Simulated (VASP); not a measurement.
# K2Pd (P4/mmm) in VASP: further runs, part 2 of 2

VASP 6.6.1.

### Step 3. Relaxation of volume and atoms at fixed shape, LDA

This run uses another cell than the first one, of 39.24 Å³/atom, 1.182 times its volume.

File INCAR:

```
PREC = Accurate
ENCUT = 600
EDIFF = 1E-6
ISMEAR = -1
SIGMA = 0.1
LREAL = False
LASPH = True
NELM = 100
ALGO = Normal
ISIF = 8
LWAVE = False
LCHARG = False
GGA = CA
IBRION = 2
NSW = 80
EDIFFG = -0.03
```

File KPOINTS:

```
Automatic mesh
0
Gamma
  7 7 11
```

File POSCAR:

```
K2Pd
1.0
    5.6670870000      0.0000000000      0.0000000000
    0.0000000000      5.6670870000      0.0000000000
    0.0000000000      0.0000000000      3.6653160000
K Pd
2 1
Direct
    0.0000000000      0.5000000000      0.5000000000
    0.5000000000      0.0000000000      0.5000000000
    0.0000000000      0.0000000000      0.0000000000
```

Potentials or basis: VASP PAW LDA potentials, release 64 (K_sv, Pd).

Launch:

```
cat potpaw_LDA.64/K_sv/POTCAR potpaw_LDA.64/Pd/POTCAR > POTCAR
mpirun -np 1 vasp_std > vasp.out
```

OUTCAR:

```text
PREC = Accurate
   ENCUT = 600
   EDIFF = 1E-6
   ISMEAR = -1
   LREAL = False
   LASPH = True
   NELM = 100
   ISIF = 8
   GGA = CA
   IBRION = 2
   NSW = 80
   EDIFFG = -0.03

 ion  position               nearest neighbor table
   1  0.000  0.500  0.500-   3 3.37   3 3.37   3 3.37   3 3.37
   2  0.500  0.000  0.500-   3 3.37   3 3.37   3 3.37   3 3.37
   3  0.000  0.000  0.000-   1 3.37   2 3.37   1 3.37   2 3.37   1 3.37   1 3.37   2 3.37   2 3.37

  LATTYP: Found a simple tetragonal cell.
 ALAT       =     5.6670870000
 C/A-ratio  =     0.6467724953

  Lattice vectors:

 A1 = (   5.6670870000,   0.0000000000,   0.0000000000)
 A2 = (   0.0000000000,   5.6670870000,   0.0000000000)
 A3 = (   0.0000000000,   0.0000000000,   3.6653160000)

Analysis of symmetry for initial positions (statically):
=====================================================================
 Subroutine PRICEL returns:
 Original cell was already a primitive cell.

 Routine SETGRP: Setting up the symmetry group for a
 simple tetragonal supercell.

 Subroutine GETGRP returns: Found 16 space group operations
 (whereof 16 operations were pure point group operations)
 out of a pool of 16 trial point group operations.

The static configuration has the point symmetry D_4h.

Analysis of symmetry for dynamics (positions and initial velocities):
=====================================================================
 Subroutine PRICEL returns:
 Original cell was already a primitive cell.

 Routine SETGRP: Setting up the symmetry group for a
 simple tetragonal supercell.

 Subroutine GETGRP returns: Found 16 space group operations
 (whereof 16 operations were pure point group operations)
 out of a pool of 16 trial point group operations.

The dynamic configuration has the point symmetry D_4h.

 Subroutine INISYM returns: Found 16 space group operations
 (whereof 16 operations are pure point group operations),
 and found     1 'primitive' translations

[... 124 lines left out ...]
   IVDW    =     0    specifies the selected vdW correction
   LEPSILON=     F    determine dielectric tensor
   LRPA    =     F    only Hartree local field effects (RPA)
 conjugate gradient relaxation of ions
 non-spin polarized calculation
  energy-cutoff  :      600.00
  volume of cell :      117.71
 maximum number of plane-waves:      3995
 NGX is ok and might be reduce to    48
   NGX = 23   NGY = 23   NGZ = 15

--------------------------------------- Ionic step        1  -------------------------------------------

 number of electron      28.0000001 magnetization

 Free energy of the ion-electron system (eV)
  ---------------------------------------------------
  ext. energy  EPLUGINS =         0.00000000
  ---------------------------------------------------
  free energy    TOTEN  =        -8.12096409 eV

  energy without entropy =       -8.08356388  energy(sigma->0) =       -8.10226399

------------------------ aborting loop because EDIFF is reached ----------------------------------------

  FORCE on cell =-STRESS in cart. coord.  units (eV):
  Direction    XX          YY          ZZ          XY          YZ          ZX
  --------------------------------------------------------------------------------------
  -------------------------------------------------------------------------------------
  Total       -1.3006122     -1.3006122     -1.7510554      0.0000000     -0.0000000     -0.0000000
  in kB      -17.7021990    -17.7021990    -23.8330308      0.0000000     -0.0000000     -0.0000000
  external PRESSURE =     -19.7458096 kB  Pullay stress =       0.0000000 kB
[... 98 lines left out ...]
--------------------------------------- Ionic step        4  -------------------------------------------

 number of electron      28.0000000 magnetization

 Free energy of the ion-electron system (eV)
  ---------------------------------------------------
  ext. energy  EPLUGINS =         0.00000000
  ---------------------------------------------------
  free energy    TOTEN  =        -8.24667756 eV

  energy without entropy =       -8.21331000  energy(sigma->0) =       -8.22999378

 E-fermi :   1.7992     XC(G=0):  -8.3129

 val. band max:        1.6871517047   @ k =   0.0000   0.0000   0.4545
 cond. band min:       1.8089820901   @ k =   0.1429   0.0000   0.4545
 fundamental gap:      0.1218303855
 Fermi energy:         1.7991698623

 k-point     1 :       0.0000    0.0000    0.0000
  band No.  band energies     occupation
      1     -29.0013      2.00000
      2     -28.9542      2.00000
      3     -12.9074      2.00000
      4     -12.9074      2.00000
      5     -12.5925      2.00000
      6     -12.5925      2.00000
[... 481 lines left out ...]
      5     -12.6795      2.00000
      6     -12.6541      2.00000
[... 10 lines left out ...]
     17       4.9929      0.00000
     18       5.8830      0.00000

 [... further k-points ...]

------------------------ aborting loop because EDIFF is reached ----------------------------------------

  FORCE on cell =-STRESS in cart. coord.  units (eV):
  Direction    XX          YY          ZZ          XY          YZ          ZX
  --------------------------------------------------------------------------------------
  -------------------------------------------------------------------------------------
  Total        0.3226373      0.3226373     -0.5798213      0.0000000     -0.0000000      0.0000000
  in kB        5.1735837      5.1735837     -9.2976037      0.0000000     -0.0000000      0.0000000
  external PRESSURE =       0.3498545 kB  Pullay stress =       0.0000000 kB
[... 18 lines left out ...]
  FREE ENERGIE OF THE ION-ELECTRON SYSTEM (eV)
  ---------------------------------------------------
  free  energy   TOTEN  =        -8.2466775614 eV

  energy  without entropy=       -8.2133099979  energy(sigma->0) =       -8.22999378

 reached required accuracy - stopping structural energy minimisation
```

Wall time 11 min (1 thread of AMD EPYC 7R43 (Zen 3), shared host); peak memory 0.3 GiB.

What came out:

```
Free energy                            : -8.2467 eV
Relaxed volume                         : 33.31 Å³/atom
Relaxed cell                           : a = 5.366 Å, b = 5.366 Å, c = 3.470 Å, α = 90.00°, β = 90.00°, γ = 90.00°
Space group after relaxing (to 0.05 Å) : P4/mmm (No. 123)
Energy gained by relaxing              : 41.9 meV/atom
Ionic steps                            : 4
Pressure after relaxing                : 0.0 GPa
Band gap on the k mesh                 : zero (band 14 reaches 2.21 eV, above the bottom of band 15 at 1.12 eV)
```

Stress tensor (GPa, compression positive):
```
 0.52  0.00  0.00
 0.00  0.52  0.00
 0.00  0.00 -0.93
```

Step by step:
```
step  energy change (eV)  largest force (eV/Å)  pressure (GPa)  volume (Å³)
   1              0.0000                0.0000           -1.97       117.71
   2             -0.0836                0.0000           -1.30       109.67
   3             -0.1245                0.0000           -0.25       101.61
   4             -0.1257                0.0000            0.03        99.92
```

Final structure:
```
K Pd
1.0
     5.36571    0.00000    0.00000
     0.00000    5.36571    0.00000
     0.00000    0.00000    3.47040
K Pd
2 1
Direct
  0.00000 0.50000 0.50000
  0.50000 0.00000 0.50000
  0.00000 0.00000 0.00000
```

Levels at points of the mesh, in eV from the Fermi level:
```tsv
k point	band 11	band 12	band 13	band 14	band 15	band 16	band 17	band 18
(0.00, 0.00, 0.00)	-2.03	-1.95	-1.51	-1.51	0.79	2.70	2.70	3.79
```

Caveat: the volume moved by over 15 % at a fixed basis, so the end points are rough.
